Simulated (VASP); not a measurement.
Input of a VASP 6.6.1 run:

File INCAR:

```
SYSTEM = Mo
PREC = Accurate
ENCUT = 520
EDIFF = 1E-7
ISMEAR = 0
SIGMA = 0.15
LREAL = .False.
LASPH = .True.
NELM = 100
ALGO = Fast
ISIF = 2
LWAVE = .False.
LCHARG = .True.
GGA = PE
LELF = .True.
LVHAR = .True.
NBANDS = 13
```

File KPOINTS:

```
regular mesh
0
Gamma
  22 22 22
  0 0 0
```

Contents of POSCAR:

```
Mo
1.0
   -0.6966136630      1.6398400114      1.6398400114
    1.6398400114     -0.6966136630      1.6398400114
    1.6398400114      1.6398400114     -0.6966136630
Mo
1
Direct
    0.0000000000      0.0000000000      0.0000000000
```

Potentials or basis: VASP PAW PBE potentials, release 64 (Mo_sv).

Command:

```sh
$ cat potpaw_PBE.64/Mo_sv/POTCAR > POTCAR
$ mpirun -np 1 vasp_std > vasp.out
```

Task: Estimate the band gap on the k mesh.

Result: Zero (band 7 reaches 16.06 eV, above the bottom of band 8 at 12.76 eV).

Task: Estimate the pressure.

Result: 65.5 GPa.

Stress tensor (GPa, compression positive):
```
65.46 11.22 11.22
11.22 65.46 11.22
11.22 11.22 65.46
```
